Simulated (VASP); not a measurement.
Write the native input for VASP 6.6.1 that does the following.

```yaml
Task: single point
Functional: PBE
Potentials_or_basis: VASP PAW PBE potentials, release 64 (Al, N)
Cutoff: 520 eV
k_mesh: 6 × 6 × 6
Occupations: gaussian, width 0.01 eV
Spin: no spin polarisation
Dipole_correction: no
Further_INCAR_settings: ALGO = Normal; EDIFF = 1e-07; NBANDS = 11
```

The structure of AlN lies in POSCAR:

```
AlN
1.0
    0.0060471410      2.2118937062      2.2118612711
    2.1600642218     -0.0142852707      2.2320524380
    2.1598691555      2.2321244650     -0.0143318032
Al N
1 1
Direct
   -0.0056807100     -0.0115716258     -0.0000221634
    0.7512234130      0.7292065601      0.7410014864
```

The input as run:

INCAR

```
SYSTEM = AlN
ALGO = Normal
EDIFF = 1E-7
ENCUT = 520
GGA = PE
ISIF = 2
ISMEAR = 0
LASPH = .TRUE.
LCHARG = .FALSE.
LREAL = .FALSE.
LWAVE = .FALSE.
NBANDS = 11
NELM = 60
PREC = Accurate
SIGMA = 0.01
```

KPOINTS

```
k-points
0
G
  6 6 6
  0 0 0
```

Potentials or basis: VASP PAW PBE potentials, release 64 (Al, N).

Command:

```sh
$ cat potpaw_PBE.64/Al/POTCAR potpaw_PBE.64/N/POTCAR > POTCAR
$ mpirun -np 1 vasp_std > vasp.out
```

Results of the run:

```yaml
Pressure: -1.2 GPa
Largest_force: 0.404 eV/Å
Band_gap_on_the_k_mesh: 3.10 eV, indirect (least direct gap 3.83 eV)
```

Wall time 12 s on 1 thread of Intel(R) Xeon(R) Platinum 8488C (Sapphire Rapids), on a shared host, peak memory 0.15 GiB.
